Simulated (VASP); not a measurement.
A run of VASP 6.6.1 is set up as follows.

File INCAR:

```
PREC = Accurate
ENCUT = 520
EDIFF = 1E-6
ISMEAR = 0
SIGMA = 0.1
LREAL = F
LASPH = T
NELM = 100
ALGO = Normal
ISIF = 2
LWAVE = F
LCHARG = F
LDIPOL = T
IDIPOL = 3
DIPOL = 0.5 0.5 0.500
GGA = PE
IVDW = 12
NBANDS = 12
```

Contents of KPOINTS:

```
regular mesh
0
Gamma
  9 9 1
```

The input POSCAR:

```
Mg
1.0
    3.1507531231      0.0000000000      0.0000000000
   -1.5753765615      2.7286322457      0.0000000000
    0.0000000000      0.0000000000     21.5730450672
Mg
4
Direct
    0.6666666667      0.3333333333      0.3244789958
    0.3333333333      0.6666666667      0.4414929986
    0.6666666667      0.3333333333      0.5571506435
    0.3333333333      0.6666666667      0.6771599940
```

Potentials or basis: VASP PAW PBE potentials, release 64 (Mg).

Launch:

```console
$ cat potpaw_PBE.64/Mg/POTCAR > POTCAR
$ mpirun -np 1 vasp_std > vasp.out
```

What does it give for the dispersion energy per atom?

-0.233 eV.

Predict the band gap on the k mesh.

zero (band 4 reaches -0.23 eV, above the bottom of band 5 at -1.62 eV).

What does it give for the largest force?

0.106 eV/Å.

Forces on the atoms (eV/Å):
```
Mg   0.000  0.000 -0.106
Mg   0.000  0.000  0.098
Mg   0.000  0.000 -0.008
Mg   0.000  0.000  0.015
```
